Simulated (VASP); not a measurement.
# H2CO in VASP: further runs

The runs below take H2CO through single point, with r2SCAN+D3(BJ).

All numbers are computed with VASP 6.6.1; they aren't measurements. Logs are shortened: lines on timing, memory, paths and dates and some standing lists are left out, and cuts for length are marked.

### Step 1. The cell of the first run

The cell holds a disordered packing, 16 atoms: a = 7.706 Å, b = 7.706 Å, c = 7.706 Å, α = 90.00°, β = 90.00°, γ = 90.00°.

### Step 2. Single point, r2SCAN+D3(BJ)

POSCAR reads:

```
H2CO
1.0
    7.7059940000      0.0000000000      0.0000000000
    0.0000000000      7.7059940000      0.0000000000
    0.0000000000      0.0000000000      7.7059940000
O C H
4 4 8
Direct
    0.5047700047      0.7118372873      0.3992978223
    0.3143324143      0.4105414544      0.8921190542
    0.2612930987     -0.0035757136      0.7167978131
    0.0559346451      0.6623211182      0.1643761609
    0.5995156726      0.6371657846      0.3169010822
    0.3686475494      0.4998513993      0.7895457646
    0.3625627956      0.0454608693      0.6233034738
    0.1660209874      0.7471897670      0.1186790248
    0.7819490266      0.3855887661      0.9714015497
    0.7302137597      0.3539371464      0.8964238272
    0.7257819977      0.8313684506      0.8852180718
    0.7015353014      0.7418919258      0.9113683237
    0.0166017264      0.1451473646      0.1200705794
    0.0938333336      0.1434165597      0.0623656544
    0.8867974096      0.0019574037      0.4954739886
    0.9088415773      0.0067265164      0.4019656092
```

INCAR.step1 reads:

```
SYSTEM = H2CO
PREC = Accurate ; ENCUT = 520
ISMEAR = -1 ; SIGMA = 0.05
LREAL = Auto ; LASPH = .True.
NELM = 100 ; NBANDS = 38
GGA = PE ; ALGO = Normal
EDIFF = 1E-4 ; LWAVE = .True.
LCHARG = .False.
```

INCAR.step2 reads:

```
SYSTEM = H2CO
PREC = Accurate ; ENCUT = 520
EDIFF = 1E-7 ; ISMEAR = -1
SIGMA = 0.05 ; LREAL = Auto
LASPH = .True. ; NELM = 100
ALGO = Normal ; ISIF = 2
LWAVE = .False. ; LCHARG = .False.
METAGGA = R2SCAN ; LMIXTAU = .True.
IVDW = 12 ; VDW_S6 = 1.0
VDW_S8 = 0.78981345 ; VDW_A1 = 0.49484001
VDW_A2 = 5.73083694 ; NBANDS = 38
ISTART = 1
```

KPOINTS reads:

```
Automatic mesh
0
Gamma
  1 1 1
  0 0 0
```

Potentials or basis: VASP PAW PBE potentials, release 64 (O, C, H).

Started as:

```
cat potpaw_PBE.64/O/POTCAR potpaw_PBE.64/C/POTCAR potpaw_PBE.64/H/POTCAR > POTCAR
cp INCAR.step1 INCAR
mpirun -np 1 vasp_gam > vasp.out
cp INCAR.step2 INCAR
mpirun -np 1 vasp_gam > vasp.out
```

OUTCAR:

```text
SYSTEM = H2CO
   PREC = Accurate
   ENCUT = 520
   EDIFF = 1E-7
   ISMEAR = -1
   LREAL = Auto
   LASPH = .True.
   NELM = 100
   ISIF = 2
   METAGGA = R2SCAN
   IVDW = 12
   ISTART = 1
 IVDW          = 12

 ion  position               nearest neighbor table
   1  0.505  0.712  0.399-   5 1.13
   2  0.314  0.411  0.892-   6 1.13
   3  0.261  0.996  0.717-   7 1.13
   4  0.056  0.662  0.164-   8 1.13
   5  0.600  0.637  0.317-   1 1.13
   6  0.369  0.500  0.790-   2 1.13
[... 8 lines left out ...]
  15  0.887  0.002  0.495-  16 0.74
  16  0.909  0.007  0.402-  15 0.74

  LATTYP: Found a simple cubic cell.
 ALAT       =     7.7059940000

  Lattice vectors:

 A1 = (   7.7059940000,   0.0000000000,   0.0000000000)
 A2 = (   0.0000000000,   7.7059940000,   0.0000000000)
 A3 = (   0.0000000000,   0.0000000000,   7.7059940000)

Analysis of symmetry for initial positions (statically):
=====================================================================
 Subroutine PRICEL returns:
 Original cell was already a primitive cell.

 Routine SETGRP: Setting up the symmetry group for a
 simple cubic supercell.

 Subroutine GETGRP returns: Found  1 space group operations
 (whereof  1 operations were pure point group operations)
 out of a pool of 48 trial point group operations.

The static configuration has the point symmetry C_1 .

Analysis of symmetry for dynamics (positions and initial velocities):
=====================================================================
 Subroutine PRICEL returns:
 Original cell was already a primitive cell.

 Routine SETGRP: Setting up the symmetry group for a
 simple cubic supercell.

 Subroutine GETGRP returns: Found  1 space group operations
 (whereof  1 operations were pure point group operations)
 out of a pool of 48 trial point group operations.

The dynamic configuration has the point symmetry C_1 .

 Subroutine INISYM returns: Found  1 space group operations
 (whereof  1 operations are pure point group operations),
 and found     1 'primitive' translations

----------------------------------------------------------------------------------------

                                     Primitive cell

  volume of cell :     457.6000

  direct lattice vectors                    reciprocal lattice vectors
     7.705994000  0.000000000  0.000000000     0.129769112  0.000000000  0.000000000
     0.000000000  7.705994000  0.000000000     0.000000000  0.129769112  0.000000000
     0.000000000  0.000000000  7.705994000     0.000000000  0.000000000  0.129769112

  length of vectors
     7.705994000  7.705994000  7.705994000     0.129769112  0.129769112  0.129769112

  position of ions in fractional coordinates (direct lattice)
     0.504770005  0.711837287  0.399297822
     0.314332414  0.410541454  0.892119054
     0.261293099  0.996424286  0.716797813
     0.055934645  0.662321118  0.164376161
     0.599515673  0.637165785  0.316901082
     0.368647549  0.499851399  0.789545765
[... 8 lines left out ...]
     0.886797410  0.001957404  0.495473989
     0.908841577  0.006726516  0.401965609

  ion indices of the primitive-cell ions
   primitive index   ion index
                 1           1
                 2           2
                 3           3
                 4           4
                 5           5
                 6           6
[... 8 lines left out ...]
                15          15
                16          16

----------------------------------------------------------------------------------------

 KPOINTS: Automatic mesh

Automatic generation of k-mesh.
 Grid dimensions read from file:
 generate k-points for:    1    1    1

 Generating k-lattice:

  Cartesian coordinates                     Fractional coordinates (reciprocal lattice)
     0.129769112  0.000000000  0.000000000     1.000000000  0.000000000  0.000000000
     0.000000000  0.129769112  0.000000000     0.000000000  1.000000000  0.000000000
     0.000000000  0.000000000  0.129769112     0.000000000  0.000000000  1.000000000

  Length of vectors
     0.129769112  0.129769112  0.129769112

  Shift w.r.t. Gamma in fractional coordinates (k-lattice)
     0.000000000  0.000000000  0.000000000

 Subroutine IBZKPT returns following result:
 ===========================================

 Found      1 irreducible k-points:

 Following reciprocal coordinates:
            Coordinates               Weight
  0.000000  0.000000  0.000000      1.000000
   k-points           NKPTS =      1   k-points in BZ     NKDIM =      1   number of bands    NBANDS=     38
   number of dos      NEDOS =    301   number of ions     NIONS =     16
   total plane-waves  NPLWV = 216000
   dimension x,y,z NGX =    60 NGY =   60 NGZ =   60
   dimension x,y,z NGXF=   120 NGYF=  120 NGZF=  120
   ions per type =               4   4   8
   NGX,Y,Z   is equivalent  to a cutoff of  12.94, 12.94, 12.94 a.u.
   NGXF,Y,Z  is equivalent  to a cutoff of  25.89, 25.89, 25.89 a.u.
 SYSTEM =  H2CO
   PREC   = accura    normal or accurate (medium, high low for compatibility)
   ISTART =      1    job   : 0-new  1-cont  2-samecut
   ICHARG =      0    charge: 1-file 2-atom 10-const
   ISPIN  =      1    spin polarized calculation?
   LNONCOLLINEAR =      F non collinear calculations
   LSORBIT =      F    spin-orbit coupling
   LASPH  =      T    aspherical Exc in radial PAW
   ENCUT  =  520.0 eV  38.22 Ry    6.18 a.u.  14.33 14.33 14.33*2*pi/ulx,y,z
   NELM   =    100;   NELMIN=  2; NELMDL=  0     # of ELM steps
   EDIFF  = 0.1E-06   stopping-criterion for ELM
   LREAL  =      T    real-space projection
   EDIFFG = 0.1E-05   stopping-criterion for IOM
   NSW    =      0    number of steps for IOM
   IBRION =     -1    ionic relax: 0-MD 1-quasi-New 2-CG
   NFREE  =      0    steps in history (QN), initial steepest desc. (CG)
   ISIF   =      2    stress and relaxation
   ISYM   =      2    0-nonsym 1-usesym 2-fastsym
   POTIM  = 0.5000    time-step for ionic-motion
   TEBEG  =    0.0;   TEEND  =   0.0 temperature during run
   PSTRESS=    0.0 pullay stress
   NELECT =      48.0000    total number of electrons
   NUPDOWN=      -1.0000    fix difference up-down
   EMIN   =  10.00;   EMAX   =-10.00  energy-range for DOS
   EFERMI =   0.00;   METHOD = LEGACY
   ISMEAR =    -1;   SIGMA  =   0.05  broadening in eV -4-tet -1-fermi 0-gaus
   EFERMI_NEDOS =   21; number of points for ismear=-14 and -15
   IALGO  =     38    algorithm
   IMIX   =      4    mixing-type and parameters
     AMIX     =   0.40;   BMIX     =  1.00
     AMIX_MAG =   1.60;   BMIX_MAG =  1.00
  volume/ion in A,a.u.               =      28.60       193.00
  Fermi-wavevector in a.u.,A,eV,Ry     =   0.772076  1.459012  8.110446  0.596101
  Thomas-Fermi vector in A             =   1.873630
   LORBIT       =      0    0 simple, 1 ext, 2 COOP (PROOUT), +10 PAW based schemes
   METAGGA = R2SCAN    functional components
   LHFCALC =     F    Hartree Fock is set to
   AEXX    =    0.0000 exact exchange contribution
   IVDW    =    12    specifies the selected vdW correction
   LEPSILON=     F    determine dielectric tensor
   LRPA    =     F    only Hartree local field effects (RPA)
 non-spin polarized calculation
  energy-cutoff  :      520.00
  volume of cell :      457.60
 maximum number of plane-waves:      6147
 NGX is ok and might be reduce to    60
   NGX = 29   NGY = 29   NGZ = 29

 number of electron      47.9999994 magnetization

 Free energy of the ion-electron system (eV)
  ---------------------------------------------------
  ext. energy  EPLUGINS =         0.00000000
  ---------------------------------------------------
  free energy    TOTEN  =       -93.50808550 eV

  energy without entropy =      -93.50808550  energy(sigma->0) =      -93.50808550

 E-fermi :  -6.4415     XC(G=0):  -4.1322

 val. band max:       -7.6708148100   @ k =   0.0000   0.0000   0.0000
 cond. band min:      -0.4138464763   @ k =   0.0000   0.0000   0.0000
 fundamental gap:      7.2569683337
 Fermi energy:        -6.4415198534

 k-point     1 :       0.0000    0.0000    0.0000
  band No.  band energies     occupation
      1     -29.4435      2.00000
      2     -29.2986      2.00000
      3     -29.2922      2.00000
      4     -29.2862      2.00000
      5     -13.2097      2.00000
      6     -13.0766      2.00000
[... 28 lines left out ...]
     35       2.5632      0.00000
     36       3.0676      0.00000
 [bands above 36 left out]

------------------------ aborting loop because EDIFF is reached ----------------------------------------

 Edisp (eV)   -0.18805

 E8    (eV) :    -0.0324

  FORCE on cell =-STRESS in cart. coord.  units (eV):
  Direction    XX          YY          ZZ          XY          YZ          ZX
  --------------------------------------------------------------------------------------
  -------------------------------------------------------------------------------------
  Total       1.36720     0.87797     1.02641     0.37193    -0.47999    -1.44944
  in kB       4.78694     3.07399     3.59374     1.30221    -1.68056    -5.07486
  external pressure =        3.82 kB  Pullay stress =        0.00 kB

 VOLUME and BASIS-vectors are now :
 -----------------------------------------------------------------------------
  energy-cutoff  :      520.00
  volume of cell :      457.60
      direct lattice vectors                 reciprocal lattice vectors
     7.705994000  0.000000000  0.000000000     0.129769112  0.000000000  0.000000000
     0.000000000  7.705994000  0.000000000     0.000000000  0.129769112  0.000000000
     0.000000000  0.000000000  7.705994000     0.000000000  0.000000000  0.129769112

 POSITION                                       TOTAL-FORCE (eV/Angst)
 -----------------------------------------------------------------------------------
      3.88975      5.48541      3.07699        -0.719573      0.570630      0.625502
      2.42224      3.16363      6.87466        -0.296049     -0.497639      0.574730
      2.01352      7.67844      5.52364        -0.659661     -0.344119      0.582663
      0.43103      5.10384      1.26668        -0.694950     -0.516250      0.302492
      4.61986      4.91000      2.44204         0.721254     -0.587322     -0.632625
      2.84080      3.85185      6.08423         0.295302      0.503791     -0.587938
[... 8 lines left out ...]
      6.83366      0.01508      3.81812        -0.005982     -0.005953      0.014613
      7.00353      0.05183      3.09754         0.000068     -0.007305     -0.004600
 -----------------------------------------------------------------------------------
    total drift:                               -0.010670      0.008401     -0.001287

  FREE ENERGIE OF THE ION-ELECTRON SYSTEM (eV)
  ---------------------------------------------------
  free  energy   TOTEN  =       -93.6961364647 eV

  energy  without entropy=      -93.6961364647  energy(sigma->0) =      -93.69613646
```

It took 84 s on 1 thread of Intel Xeon 6975P-C (Granite Rapids), shared host; peak memory 0.53 GiB.

Results:

```
Free energy                : -93.6961 eV
Pressure                   : 0.4 GPa
Largest force              : 1.125 eV/Å
Dispersion energy per atom : -0.012 eV
```

Forces on the atoms (eV/Å):
```
O   -0.720  0.571  0.626
O   -0.296 -0.498  0.575
O   -0.660 -0.344  0.583
O   -0.695 -0.516  0.302
C    0.721 -0.587 -0.633
C    0.295  0.504 -0.588
C    0.652  0.338 -0.577
C    0.696  0.513 -0.288
H   -0.035 -0.011 -0.036
H    0.041  0.011  0.028
H   -0.006 -0.008  0.002
H    0.010  0.027 -0.007
H    0.038  0.019 -0.037
H   -0.038 -0.006  0.040
H   -0.006 -0.006  0.015
H    0.000 -0.007 -0.005
```

Caveat: the k points lie up to 0.82 Å⁻¹ apart, too coarse for converged energies, forces and pressures; the PAW data sets were made with another functional, which shifts forces and pressure a little.

### Step 3. Single point, r2SCAN+D3(BJ)

POSCAR reads:

```
H2CO
1.0
    7.7059940000      0.0000000000      0.0000000000
    0.0000000000      7.7059940000      0.0000000000
    0.0000000000      0.0000000000      7.7059940000
O C H
4 4 8
Direct
    0.5126918085      0.7158453536      0.3953026696
    0.3109787005      0.4070078435      0.8894504719
    0.2701014301     -0.0028549205      0.7184018051
    0.0522580215      0.6572545995      0.1644304421
    0.6085392748      0.6360503265      0.3221777749
    0.3644046440      0.4981187372      0.7918121919
    0.3643657132      0.0515313145      0.6205818484
    0.1623281825      0.7436418975      0.1196990291
    0.7667667533      0.4001300806      0.9733851337
    0.7357259816      0.3489102120      0.8990274324
    0.7458349955      0.8315734479      0.8986381251
    0.7366992500      0.7297046948      0.9105768834
    0.0328186085      0.1399559875      0.1041786433
    0.1192448372      0.1650403569      0.0681158070
    0.8805353339      0.0017259292      0.5166367895
    0.8692713750      0.0294186577      0.4203481082
```

INCAR.step1 reads:

```
PREC = Accurate ; ENCUT = 520
ISMEAR = -1 ; SIGMA = 0.05
LREAL = Auto ; LASPH = T
NELM = 60 ; NBANDS = 38
GGA = PE ; ALGO = Normal
EDIFF = 1E-4 ; LWAVE = T
LCHARG = F
```

INCAR.step2 reads:

```
PREC = Accurate ; ENCUT = 520
EDIFF = 1E-6 ; ISMEAR = -1
SIGMA = 0.05 ; LREAL = Auto
LASPH = T ; NELM = 60
ALGO = Normal ; ISIF = 2
LWAVE = F ; LCHARG = T
METAGGA = R2SCAN ; LMIXTAU = T
IVDW = 12 ; VDW_S6 = 1.0
VDW_S8 = 0.78981345 ; VDW_A1 = 0.49484001
VDW_A2 = 5.73083694 ; LELF = T
LVHAR = T ; NBANDS = 38
ISTART = 1
```

KPOINTS reads:

```
Automatic mesh
0
Gamma
  1 1 1
```

Potentials or basis: VASP PAW PBE potentials, release 64 (O, C, H).

Started as:

```
cat potpaw_PBE.64/O/POTCAR potpaw_PBE.64/C/POTCAR potpaw_PBE.64/H/POTCAR > POTCAR
cp INCAR.step1 INCAR
mpirun -np 1 vasp_gam > vasp.out
cp INCAR.step2 INCAR
mpirun -np 1 vasp_gam > vasp.out
```

OUTCAR:

```text
PREC = Accurate
   ENCUT = 520
   EDIFF = 1E-6
   ISMEAR = -1
   LREAL = Auto
   LASPH = T
   NELM = 60
   ISIF = 2
   METAGGA = R2SCAN
   IVDW = 12
   ISTART = 1
 IVDW          = 12

 ion  position               nearest neighbor table
   1  0.513  0.716  0.395-   5 1.11
   2  0.311  0.407  0.889-   6 1.11
[... 258 lines left out ...]
  -------------------------------------------------------------------------------------
  Total       2.06315     1.32201     1.96869     0.08009    -0.76865    -2.55554
  in kB       7.22364     4.62870     6.89289     0.28040    -2.69125    -8.94761
  external pressure =        6.25 kB  Pullay stress =        0.00 kB

 VOLUME and BASIS-vectors are now :
 -----------------------------------------------------------------------------
  energy-cutoff  :      520.00
  volume of cell :      457.60
      direct lattice vectors                 reciprocal lattice vectors
     7.705994000  0.000000000  0.000000000     0.129769112  0.000000000  0.000000000
     0.000000000  7.705994000  0.000000000     0.000000000  0.129769112  0.000000000
     0.000000000  0.000000000  7.705994000     0.000000000  0.000000000  0.129769112

 POSITION                                       TOTAL-FORCE (eV/Angst)
 -----------------------------------------------------------------------------------
      3.95080      5.51630      3.04620        -1.770216      1.483663      1.356070
      2.39640      3.13640      6.85410        -1.299398     -2.239188      2.410521
      2.08140      7.68399      5.53600        -0.590242     -0.367414      0.577353
      0.40270      5.06480      1.26710        -0.279624     -0.204945      0.129171
      4.68940      4.90140      2.48270         1.763862     -1.498388     -1.355848
      2.80810      3.83850      6.10170         1.323651      2.266167     -2.432059
[... 8 lines left out ...]
      6.78540      0.01330      3.98120        -0.121836      0.301847     -1.082618
      6.69860      0.22670      3.23920         0.124207     -0.308873      1.084748
 -----------------------------------------------------------------------------------
    total drift:                               -0.004686     -0.000888      0.005824

  FREE ENERGIE OF THE ION-ELECTRON SYSTEM (eV)
  ---------------------------------------------------
  free  energy   TOTEN  =       -93.5642161881 eV

  energy  without entropy=      -93.5642161880  energy(sigma->0) =      -93.56421619
```

OSZICAR.step1:

```text
N       E                     dE             d eps       ncg     rms          rms(c)
DAV:   1     0.421266937069E+03    0.42127E+03   -0.20528E+04    76   0.102E+03
DAV:   2    -0.250088139684E+02   -0.44628E+03   -0.42902E+03   106   0.243E+02
DAV:   3    -0.907952252512E+02   -0.65786E+02   -0.65357E+02    96   0.104E+02
DAV:   4    -0.921193883565E+02   -0.13242E+01   -0.13161E+01    96   0.175E+01
DAV:   5    -0.921384645428E+02   -0.19076E-01   -0.19075E-01    82   0.206E+00    0.169E+01
DAV:   6    -0.876204692916E+02    0.45180E+01   -0.77046E+00    82   0.147E+01    0.892E+00
DAV:   7    -0.864035701126E+02    0.12169E+01   -0.11872E+00   104   0.643E+00    0.410E+00
DAV:   8    -0.861283986885E+02    0.27517E+00   -0.10102E+00    96   0.400E+00    0.102E+00
DAV:   9    -0.861278321242E+02    0.56656E-03   -0.60942E-02    96   0.122E+00    0.425E-01
DAV:  10    -0.861269744219E+02    0.85770E-03   -0.63193E-03    88   0.478E-01    0.141E-01
DAV:  11    -0.861273859419E+02   -0.41152E-03   -0.11797E-03    76   0.187E-01    0.458E-02
DAV:  12    -0.861273312355E+02    0.54706E-04   -0.16830E-04    80   0.729E-02
   1 F= -.86127331E+02 E0= -.86127331E+02  d E =-.357609E-10
```

Run time: 79 s. Hardware: 1 thread of Intel Xeon 6975P-C (Granite Rapids), shared host; peak memory 0.53 GiB.

What came out:

| Item | Value |
| --- | --- |
| Free energy | -93.5642 eV |
| Pressure | 0.6 GPa |
| Largest force | 3.578 eV/Å |
| Dispersion energy per atom | -0.012 eV |

Forces on the atoms (eV/Å):
```
O   -1.770  1.484  1.356
O   -1.299 -2.239  2.411
O   -0.590 -0.367  0.577
O   -0.280 -0.205  0.129
C    1.764 -1.498 -1.356
C    1.324  2.266 -2.432
C    0.587  0.352 -0.589
C    0.282  0.195 -0.104
H    0.071  0.109  0.189
H   -0.061 -0.120 -0.187
H   -0.143 -1.543  0.174
H    0.135  1.572 -0.189
H    0.172  0.067 -0.070
H   -0.193 -0.064  0.088
H   -0.122  0.302 -1.083
H    0.124 -0.309  1.085
```

Stress tensor (GPa, compression positive):
```
 0.72  0.03 -0.89
 0.03  0.46 -0.27
-0.89 -0.27  0.69
```

Caveat: the k points lie up to 0.82 Å⁻¹ apart, too coarse for converged energies, forces and pressures; the PAW data sets were made with another functional, which shifts forces and pressure a little.
